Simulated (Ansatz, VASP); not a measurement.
**KBr in VASP and in Ansatz**

INCAR

```
SYSTEM = KBr
PREC = Accurate
ENCUT = 520
EDIFF = 1E-7
ISMEAR = 0
SIGMA = 0.05
LREAL = .FALSE.
LASPH = .TRUE.
NELM = 80
ALGO = Normal
ISIF = 2
LWAVE = .FALSE.
LCHARG = .TRUE.
GGA = PE
LELF = .TRUE.
LVHAR = .TRUE.
NBANDS = 15
```

KPOINTS

```
regular mesh
0
G
  10 10 10
  0 0 0
```

Contents of POSCAR:

```
KBr
1.0
    0.0000000000      3.3526732791      3.3526732791
    3.3526732791      0.0000000000      3.3526732791
    3.3526732791      3.3526732791      0.0000000000
K Br
1 1
Direct
    0.0000000000      0.0000000000      0.0000000000
    0.5000000000      0.5000000000      0.5000000000
```

Input for Ansatz:

```yaml
crystal:
  lattice:
    - [0.0, 3.3526732791, 3.3526732791]
    - [3.3526732791, 0.0, 3.3526732791]
    - [3.3526732791, 3.3526732791, 0.0]
  atoms:
    - { symbol: K, position: [0.0, 0.0, 0.0] }
    - { symbol: Br, position: [0.5, 0.5, 0.5] }
basis:
  ecutwfc: 420
  ecutrho_ratio: 4
kpoints:
  mp_grid: { grid: [10, 10, 10] }
hamiltonian:
  xc: pbe
scf:
  occupations: { method: gaussian, width: 0.05 }
output:
  forces: true
  stress: true
  eigenvalues: true
```

Alike in both runs: task single point; functional PBE; k mesh 10 × 10 × 10; occupations gaussian, width 0.05 eV; no spin polarisation.

|  | VASP | Ansatz |
| --- | --- | --- |
| version | VASP 6.6.1 | Ansatz 0.2.0 |
| potentials or method | VASP PAW PBE potentials, release 64 (K_sv, Br), cutoff 520 eV | scalar-relativistic, plane waves, PAW |
| valence electrons in the cell | 16 | 16 |

```csv
,VASP,Ansatz,Ansatz less VASP
gap on the k mesh at the Fermi level (eV),4.31,4.31,+0.001
least direct gap on the mesh (eV),4.31,4.31,+0.001
pressure (GPa),0.0,0.0,-0.03
```
